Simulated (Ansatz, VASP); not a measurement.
# SrOs in VASP and in Ansatz

```
Sr Os
1.0
     3.60037    0.00000    0.00000
     0.00000    3.60037    0.00000
     0.00000    0.00000    3.60037
Sr Os
1 1
Direct
  0.00000 0.00000 0.00000
  0.50000 0.50000 0.50000
```

Alike in both runs: task single point; functional r2SCAN; k mesh 10 × 10 × 10; occupations gaussian, width 0.05 eV; no spin polarisation.

```csv
,VASP,Ansatz
version,VASP 6.6.1,Ansatz 0.2.0
potentials or method,"VASP PAW PBE potentials, release 64 (Sr_sv, Os), cutoff 520 eV","scalar-relativistic, plane waves, PAW"
valence electrons in the cell,18,26
```

|  | VASP | Ansatz | Ansatz less VASP |
| --- | --- | --- | --- |
| gap on the k mesh at the Fermi level (eV) | none | none | - |
| pressure (GPa) | -0.5 | -0.9 | -0.40 |

VASP's potentials were made for PBE, not for r2SCAN. A gap of «none» marks a metal or a gap that the smearing closes. With one functional, cell and mesh, what is left measures potentials, basis and numerics. VASP's potentials hold 18 valence electrons a cell and Ansatz's 26, so a difference there can come from the potentials and not from the codes.

Neither program's run includes spin-orbit coupling.
